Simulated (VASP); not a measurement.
# BN (Cmcm) in VASP: notebook, part 2 of 2

VASP 6.6.1. The steps go on from the part before.

### Step 3. Relaxation of the atoms, LDA (normal strain along x +0.0733, normal strain along z +0.1100)

The input, INCAR:

```
ALGO     = Normal         # electronic algorithm
EDIFF    = 1E-7           # SCF threshold, eV
EDIFFG   = -0.01          # ionic threshold
ENCUT    = 520            # plane-wave cutoff, eV
IBRION   = 2              # ionic algorithm
ISIF     = 2              # what is computed and relaxed
ISMEAR   = 0              # smearing method
LASPH    = True           # aspherical terms in the spheres
LCHARG   = False          # write CHGCAR
LREAL    = False          # projectors in reciprocal space
LWAVE    = False          # write WAVECAR
NELM     = 80             # most SCF steps
NSW      = 50             # ionic steps
PREC     = Accurate       # precision mode
SIGMA    = 0.05           # smearing width, eV
```

The input, KPOINTS:

```
k-points
0
Gamma
  12 12 4
```

The input, POSCAR:

```
BN
1.0
    2.6707478959      0.0000000000      0.0000000000
   -1.3353739480      2.1549757989      0.0000000000
    0.0000000000      0.0000000000      7.2097513575
B N
2 2
Direct
    0.3333333333      0.6666666667      0.2500000000
    0.6666666667      0.3333333333      0.7500000000
    0.3333333333      0.6666666667      0.7500000000
    0.6666666667      0.3333333333      0.2500000000
```

Potentials or basis: VASP PAW LDA potentials, release 64 (B, N).

Command:

```
cat potpaw_LDA.64/B/POTCAR potpaw_LDA.64/N/POTCAR > POTCAR
mpirun -np 1 vasp_std > vasp.out
```

OUTCAR:

```text
EDIFF = 1E-7
   EDIFFG = -0.01
   ENCUT = 520
   IBRION = 2
   ISIF = 2
   ISMEAR = 0
   LASPH = True
   LREAL = False
   NELM = 80
   NSW = 50
   PREC = Accurate

 ion  position               nearest neighbor table
   1  0.333  0.667  0.250-   4 1.44   4 1.52   4 1.52
   2  0.667  0.333  0.750-   3 1.44   3 1.52   3 1.52
   3  0.333  0.667  0.750-   2 1.44   2 1.52   2 1.52
   4  0.667  0.333  0.250-   1 1.44   1 1.52   1 1.52

  Warning from LATTYP: Monoclinic adjustment (A1->A3, A2->A1, A3->A2)!
  LATTYP: Found a base centered orthorhombic cell.
 ALAT       =     2.6707478959
 B/A-ratio  =     1.6137620494
 C/A-ratio  =     2.6995252411

  Lattice vectors:

 A1 = (   1.3353739480,  -2.1549757989,   0.0000000000)
 A2 = (   1.3353739479,   2.1549757989,   0.0000000000)
 A3 = (   0.0000000000,   0.0000000000,   7.2097513575)

Analysis of symmetry for initial positions (statically):
=====================================================================
 Subroutine PRICEL returns:
 Original cell was already a primitive cell.

 Routine SETGRP: Setting up the symmetry group for a
 base centered orthorhombic supercell.

 Subroutine GETGRP returns: Found  8 space group operations
 (whereof  4 operations were pure point group operations)
 out of a pool of  8 trial point group operations.

The static configuration has the point symmetry C_2h.
 The point group associated with its full space group is D_2h.

Analysis of symmetry for dynamics (positions and initial velocities):
=====================================================================
 Subroutine PRICEL returns:
 Original cell was already a primitive cell.

 Routine SETGRP: Setting up the symmetry group for a
 base centered orthorhombic supercell.

 Subroutine GETGRP returns: Found  8 space group operations
 (whereof  4 operations were pure point group operations)
 out of a pool of  8 trial point group operations.

The dynamic configuration has the point symmetry C_2h.
 The point group associated with its full space group is D_2h.

 Subroutine INISYM returns: Found  8 space group operations
[... 143 lines left out ...]

 Free energy of the ion-electron system (eV)
  ---------------------------------------------------
  ext. energy  EPLUGINS =         0.00000000
  ---------------------------------------------------
  free energy    TOTEN  =       -38.09102151 eV

  energy without entropy =      -38.09102151  energy(sigma->0) =      -38.09102151

------------------------ aborting loop because EDIFF is reached ----------------------------------------

  FORCE on cell =-STRESS in cart. coord.  units (eV):
  Direction    XX          YY          ZZ          XY          YZ          ZX
  --------------------------------------------------------------------------------------
  -------------------------------------------------------------------------------------
  Total      -12.8645246     -2.2570028     -0.4039259      0.0000000      0.0000000      0.0000000
  in kB     -496.7166799    -87.1459294    -15.5961263      0.0000000      0.0000000      0.0000000
  external PRESSURE =    -199.8195785 kB  Pullay stress =       0.0000000 kB
[... 63 lines left out ...]
--------------------------------------- Ionic step        3  -------------------------------------------

 number of electron      16.0000002 magnetization

 Free energy of the ion-electron system (eV)
  ---------------------------------------------------
  ext. energy  EPLUGINS =         0.00000000
  ---------------------------------------------------
  free energy    TOTEN  =       -38.09947679 eV

  energy without entropy =      -38.09947679  energy(sigma->0) =      -38.09947679

 E-fermi :   1.4454     XC(G=0):  -9.8367

 val. band max:        1.1990717833   @ k =   0.2500   0.3333   0.0000
 cond. band min:       5.0586921275   @ k =   0.5000  -0.0000   0.0000
 fundamental gap:      3.8596203443
 Fermi energy:         1.4454093045

 k-point     1 :       0.0000    0.0000    0.0000
  band No.  band energies     occupation
      1     -15.8691      2.00000
      2     -15.6988      2.00000
      3      -4.4376      2.00000
      4      -2.9123      2.00000
      5      -0.5103      2.00000
      6      -0.4897      2.00000
      7      -0.0246      2.00000
      8      -0.0038      2.00000
      9       5.6193      0.00000
     10       9.9919      0.00000
     11      10.7716      0.00000
     12      11.4375      0.00000
[... 331 lines left out ...]
 k-point    24 :       0.4167    0.1667    0.0000
  band No.  band energies     occupation
      1     -12.8301      2.00000
      2     -12.7895      2.00000
      3      -7.1256      2.00000
      4      -7.0685      2.00000
      5      -3.8622      2.00000
      6      -3.8198      2.00000
      7       0.1955      2.00000
      8       0.8128      2.00000
      9       5.2970      0.00000
     10       6.0626      0.00000
     11      11.6619      0.00000
     12      12.8971      0.00000

 [... further k-points ...]

------------------------ aborting loop because EDIFF is reached ----------------------------------------

  FORCE on cell =-STRESS in cart. coord.  units (eV):
  Direction    XX          YY          ZZ          XY          YZ          ZX
  --------------------------------------------------------------------------------------
  -------------------------------------------------------------------------------------
  Total      -12.7715383     -2.7346835     -0.4063303      0.0000000     -0.0000000      0.0000000
  in kB     -493.1263548   -105.5898244    -15.6889611      0.0000000     -0.0000000      0.0000000
  external PRESSURE =    -204.8017134 kB  Pullay stress =       0.0000000 kB
[... 19 lines left out ...]
  FREE ENERGIE OF THE ION-ELECTRON SYSTEM (eV)
  ---------------------------------------------------
  free  energy   TOTEN  =       -38.0994767862 eV

  energy  without entropy=      -38.0994767862  energy(sigma->0) =      -38.09947679

 reached required accuracy - stopping structural energy minimisation
```

Run time: 2.3 min. Hardware: 1 thread of Intel Xeon Platinum 8259CL at 2.50GHz (Skylake/Cascade Lake), shared host; peak memory 0.17 GiB.

Results:

```
Free energy                  : -38.0995 eV
Energy gained by relaxing    : 2.1 meV/atom
Ionic steps                  : 3
Pressure after relaxing      : -20.5 GPa
Largest force after relaxing : 0.003 eV/Å
Band gap on the k mesh       : 3.86 eV (least direct gap 4.32 eV)
```

Forces on the atoms (eV/Å):
```
B    0.000  0.003  0.000
B    0.000 -0.003  0.000
N    0.000 -0.003  0.000
N    0.000  0.003  0.000
```

Stress tensor (GPa, compression positive):
```
-49.31   0.00   0.00
  0.00 -10.56   0.00
  0.00   0.00  -1.57
```

The path:
```csv
step,energy change (eV),largest force (eV/Å),pressure (GPa)
1,0.0000,0.5588,-19.98
2,0.0407,1.2566,-21.12
3,-0.0085,0.0031,-20.48
```

Final structure:
```
CELL_PARAMETERS angstrom
2.67075 0.00000 0.00000
-1.33537 2.15498 0.00000
0.00000 0.00000 7.20975
ATOMIC_POSITIONS crystal
B 0.33156 0.66312 0.25000
B 0.66844 0.33688 0.75000
N 0.33154 0.66308 0.75000
N 0.66846 0.33692 0.25000
```

Levels at points of the mesh, in eV from the valence-band top:
| k point | band 6 | band 7 | band 8 | band 9 | band 10 | band 11 |
| --- | --- | --- | --- | --- | --- | --- |
| (0.00, 0.00, 0.00) | -1.69 | -1.22 | -1.20 | 4.42 | 8.79 | 9.57 |
| (0.50, 0.00, 0.00) | -3.63 | -1.42 | -0.69 | 3.86 | 4.95 | 9.07 |
| (0.00, 0.50, 0.00) | -4.70 | -0.85 | -0.24 | 4.32 | 5.07 | 7.50 |
| (0.00, 0.00, 0.50) | -1.70 | -1.21 | -1.21 | 6.31 | 6.31 | 10.38 |
| (0.50, 0.00, 0.50) | -3.65 | -1.05 | -1.05 | 4.27 | 4.27 | 9.57 |
| (0.00, 0.50, 0.50) | -4.72 | -0.54 | -0.54 | 4.58 | 4.58 | 7.63 |

Caveat: the cell differs from its parent crystal (normal strain along x +0.0733, normal strain along z +0.1100).

### Step 4. Relaxation of the atoms, LDA (normal strain along x +0.0367, normal strain along z +0.0000)

The input, INCAR:

```
SYSTEM = BN
PREC     = Accurate       ! precision mode
ENCUT    = 520            ! plane-wave cutoff, eV
EDIFF    = 1E-6           ! SCF threshold, eV
ISMEAR   = 0              ! smearing method
SIGMA    = 0.05           ! smearing width, eV
LREAL    = .False.        ! projectors in reciprocal space
LASPH    = .True.         ! aspherical terms in the spheres
NELM     = 60             ! most SCF steps
ALGO     = Normal         ! electronic algorithm
ISIF     = 2              ! what is computed and relaxed
LWAVE    = .False.        ! write WAVECAR
LCHARG   = .False.        ! write CHGCAR
IBRION   = 2              ! ionic algorithm
NSW      = 50             ! ionic steps
EDIFFG   = -0.01          ! ionic threshold
```

The input, KPOINTS:

```
regular mesh
0
Gamma
  12 12 4
  0 0 0
```

The input, POSCAR:

```
BN
1.0
    2.5796742231      0.0000000000      0.0000000000
   -1.2898371116      2.1549757989      0.0000000000
    0.0000000000      0.0000000000      6.4952714932
B N
2 2
Direct
    0.3333333333      0.6666666667      0.2500000000
    0.6666666667      0.3333333333      0.7500000000
    0.3333333333      0.6666666667      0.7500000000
    0.6666666667      0.3333333333      0.2500000000
```

Command:

```
cat potpaw_LDA.64/B/POTCAR potpaw_LDA.64/N/POTCAR > POTCAR
mpirun -np 1 vasp_std > vasp.out
```

Run time: 2.2 min. Hardware: 1 thread of Intel Xeon 8259CL, shared host; peak memory 0.17 GiB.

It converged, with:

- Free energy: -38.4632 eV
- Energy gained by relaxing: 0.9 meV/atom
- Ionic steps: 3
- Pressure after relaxing: -12.0 GPa
- Largest force after relaxing: 0.004 eV/Å
- Band gap on the k mesh: 3.82 eV (least direct gap 4.31 eV)

Forces on the atoms (eV/Å):
```
B    0.000  0.004  0.000
B    0.000 -0.004  0.000
N    0.000 -0.004  0.000
N    0.000  0.004  0.000
```

Stress tensor (GPa, compression positive):
```
-29.70   0.00   0.00
  0.00  -6.06   0.00
  0.00   0.00  -0.28
```

Step by step:
| step | energy change (eV) | largest force (eV/Å) | pressure (GPa) |
| --- | --- | --- | --- |
| 1 | 0.0000 | 0.3896 | -11.82 |
| 2 | 0.0241 | 1.0069 | -12.17 |
| 3 | -0.0038 | 0.0040 | -12.01 |

Final structure:
```
CELL_PARAMETERS angstrom
2.57967 0.00000 0.00000
-1.28984 2.15498 0.00000
0.00000 0.00000 6.49527
ATOMIC_POSITIONS crystal
B 0.33220 0.66441 0.25000
B 0.66780 0.33559 0.75000
N 0.33218 0.66436 0.75000
N 0.66782 0.33564 0.25000
```

Levels at points of the mesh, in eV from the valence-band top:
| k point | band 6 | band 7 | band 8 | band 9 | band 10 | band 11 |
| --- | --- | --- | --- | --- | --- | --- |
| (0.00, 0.00, 0.00) | -1.58 | -1.28 | -1.23 | 5.01 | 10.08 | 10.83 |
| (0.50, 0.00, 0.00) | -3.89 | -1.71 | -0.49 | 3.82 | 5.45 | 9.35 |
| (0.00, 0.50, 0.00) | -4.49 | -1.41 | -0.27 | 4.11 | 5.52 | 8.56 |
| (0.00, 0.00, 0.50) | -1.60 | -1.26 | -1.26 | 7.49 | 7.49 | 11.17 |
| (0.50, 0.00, 0.50) | -3.94 | -1.07 | -1.07 | 4.34 | 4.34 | 9.83 |
| (0.00, 0.50, 0.50) | -4.53 | -0.80 | -0.80 | 4.54 | 4.54 | 8.78 |

Caveat: the cell differs from its parent crystal (normal strain along x +0.0367, normal strain along z +0.0000).

### Step 5. Relaxation of the atoms, LDA (normal strain along x -0.0367, normal strain along z +0.0733)

The input, INCAR:

```
SYSTEM = BN
PREC = Accurate
ENCUT = 520
EDIFF = 1E-6
ISMEAR = 0
SIGMA = 0.05
LREAL = .False.
LASPH = .True.
NELM = 80
ALGO = Normal
ISIF = 2
LWAVE = .False.
LCHARG = .False.
IBRION = 2
NSW = 50
EDIFFG = -0.01
```

KPOINTS is that of step 4.

The input, POSCAR:

```
BN
1.0
    2.3970292072      0.0000000000      0.0000000000
   -1.1985146036      2.1549757989      0.0000000000
    0.0000000000      0.0000000000      6.9713748937
B N
2 2
Direct
    0.3333333333      0.6666666667      0.2500000000
    0.6666666667      0.3333333333      0.7500000000
    0.3333333333      0.6666666667      0.7500000000
    0.6666666667      0.3333333333      0.2500000000
```

Command:

```
cat potpaw_LDA.64/B/POTCAR potpaw_LDA.64/N/POTCAR > POTCAR
mpirun -np 1 vasp_std > vasp.out
```

It took 2.3 min on 1 thread of Intel Xeon 8259CL, shared host; peak memory 0.17 GiB.

Results (log left out):

* Free energy: -38.4160 eV
* Energy gained by relaxing: 2.2 meV/atom
* Ionic steps: 3
* Pressure after relaxing: 14.5 GPa
* Band gap on the k mesh: 4.02 eV (least direct gap 4.70 eV)

Stress tensor (GPa, compression positive):
```
35.54  0.00  0.00
 0.00  9.42  0.00
 0.00  0.00 -1.41
```

Step by step:
```
step  energy change (eV)  largest force (eV/Å)  pressure (GPa)
   1              0.0000                0.6433           14.79
   2              0.1114                2.5312           14.82
   3             -0.0086                0.0017           14.51
```

Final structure:
```
CELL_PARAMETERS angstrom
2.39703 0.00000 0.00000
-1.19851 2.15498 0.00000
0.00000 0.00000 6.97137
ATOMIC_POSITIONS crystal
B 0.33488 0.66977 0.25000
B 0.66512 0.33023 0.75000
N 0.33489 0.66978 0.75000
N 0.66511 0.33022 0.25000
```

Levels at points of the mesh, in eV from the valence-band top:
| k point | band 4 | band 5 | band 6 | band 7 | band 8 | band 9 | band 10 | band 11 | band 12 |
| --- | --- | --- | --- | --- | --- | --- | --- | --- | --- |
| (0.00, 0.00, 0.00) | -4.82 | -1.54 | -1.52 | -0.97 | -0.95 | 4.56 | 9.51 | 11.59 | 11.85 |
| (0.50, 0.00, 0.00) | -9.06 | -4.50 | -4.46 | -1.30 | -0.54 | 4.38 | 5.53 | 9.83 | 10.37 |
| (0.00, 0.50, 0.00) | -9.25 | -3.77 | -3.74 | -1.61 | -0.80 | 4.02 | 5.32 | 10.43 | 11.64 |
| (0.00, 0.00, 0.50) | -5.76 | -1.53 | -1.53 | -0.96 | -0.96 | 6.75 | 6.75 | 11.77 | 11.77 |
| (0.50, 0.00, 0.50) | -9.08 | -4.48 | -4.48 | -0.91 | -0.91 | 4.81 | 4.81 | 10.26 | 10.26 |
| (0.00, 0.50, 0.50) | -9.27 | -3.76 | -3.76 | -1.20 | -1.20 | 4.50 | 4.50 | 11.31 | 11.31 |

Caveat: the cell differs from its parent crystal (normal strain along x -0.0367, normal strain along z +0.0733).

### Step 6. The runs side by side

```csv
cell,gap on the mesh (eV),pressure (GPa)
"atoms relaxed from a = 2.671, b = 2.535, c = 6.971 Å, angles 90.0, 90.0, 121.8°, 4 atoms",3.78,-21.1
"atoms relaxed from a = 2.671, b = 2.535, c = 7.210 Å, angles 90.0, 90.0, 121.8°, 4 atoms",3.86,-20.5
"atoms relaxed from a = 2.580, b = 2.511, c = 6.495 Å, angles 90.0, 90.0, 120.9°, 4 atoms",3.82,-12.0
"atoms relaxed from a = 2.397, b = 2.466, c = 6.971 Å, angles 90.0, 90.0, 119.1°, 4 atoms",4.02,14.5
```

Alike in all rows: task relaxation of the atoms; level LDA; potentials or basis VASP PAW LDA potentials, release 64 (B, N); no spin polarisation; k mesh 12 × 12 × 4; cutoff (eV) 520; smearing gaussian 0.05 eV.

Absolute energies hang on the potentials; compare differences alone.
